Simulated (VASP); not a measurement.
Write the native input for VASP 6.6.1 that does the following.

| Property | Result |
| --- | --- |
| Task | single point |
| Functional | PBE |
| Potentials or basis | VASP PAW PBE potentials, release 64 (Cd, Se, S) |
| Cutoff | 520 eV |
| k mesh | 6 × 6 × 6 |
| Occupations | gaussian, width 0.1 eV |
| Spin | no spin polarisation |
| Dipole correction | no |
| Further INCAR settings | ALGO = Normal; EDIFF = 1e-07; NBANDS = 56 |

The structure of Cd5Se2S3 lies in POSCAR:

```
Cd5Se2S3
1.0
   -2.1358518097      2.1358518097     15.0689334997
    2.1358518097     -2.1358518097     15.0689334997
    2.1358518097      2.1358518097    -15.0689334997
Cd Se S
5 2 3
Direct
    0.8937615818      0.8937615818      0.0000000000
    0.5000000000      0.5000000000      0.0000000000
    0.1062384182      0.1062384182      0.0000000000
    0.7021722561      0.7021722561      0.0000000000
    0.2978277439      0.2978277439      0.0000000000
    0.5531585072      0.0531585072      0.5000000000
    0.9468414928      0.4468414928      0.5000000000
    0.1542730481      0.6542730481      0.5000000000
    0.7500000000      0.2500000000      0.5000000000
    0.3457269519      0.8457269519      0.5000000000
```

These files were run (other wordings do the same):

INCAR

```
SYSTEM = Cd5Se2S3
PREC = Accurate
ENCUT = 520
EDIFF = 1E-7
ISMEAR = 0
SIGMA = 0.1
LREAL = .False.
LASPH = .True.
NELM = 80
ALGO = Normal
ISIF = 2
LWAVE = .False.
LCHARG = .False.
GGA = PE
NBANDS = 56
```

KPOINTS

```
Automatic mesh
0
Gamma
  6 6 6
  0 0 0
```

Potentials or basis: VASP PAW PBE potentials, release 64 (Cd, Se, S).

Run with:

```bash
$ cat potpaw_PBE.64/Cd/POTCAR potpaw_PBE.64/Se/POTCAR potpaw_PBE.64/S/POTCAR > POTCAR
$ mpirun -np 1 vasp_std > vasp.out
```

Results of the run:

| Quantity | Value |
| --- | --- |
| Pressure | 0.2 GPa |
| Largest force | 0.007 eV/Å |
| Band gap on the k mesh | 0.73 eV |

Caveat: semilocal functionals underestimate gaps, and a narrow one can read as zero.

Wall time 82 min on 1 thread of Intel(R) Xeon(R) 6975P-C (Granite Rapids), on a shared host, peak memory 2.6 GiB.
